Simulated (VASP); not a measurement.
A run of VASP 6.6.1:

The input INCAR:

```
PREC = Accurate
ENCUT = 520
EDIFF = 1E-6
ISMEAR = -1
SIGMA = 0.05
LREAL = False
LASPH = True
NELM = 80
ALGO = Normal
ISIF = 2
LWAVE = False
LCHARG = True
GGA = PE
LELF = True
LVHAR = True
NBANDS = 15
```

KPOINTS

```
Automatic mesh
0
Gamma
  7 7 7
```

POSCAR

```
RbBr
1.0
    0.0000000000      3.4942131424      3.4942131424
    3.4942131424      0.0000000000      3.4942131424
    3.4942131424      3.4942131424      0.0000000000
Rb Br
1 1
Direct
    0.0000000000      0.0000000000      0.0000000000
    0.5000000000      0.5000000000      0.5000000000
```

Potentials or basis: VASP PAW PBE potentials, release 64 (Rb_sv, Br).

The run is started by

```console
$ cat potpaw_PBE.64/Rb_sv/POTCAR potpaw_PBE.64/Br/POTCAR > POTCAR
$ mpirun -np 1 vasp_std > vasp.out
```

Hardware: 1 thread of Intel Xeon 8259CL (shared host).

**Question.** Estimate the wall time of this run.

**Answer.** Wall time 51 s on 1 thread of Intel Xeon 8259CL, with other jobs on the host, peak memory 0.24 GiB. Counts: scf iterations 13, k points 20.
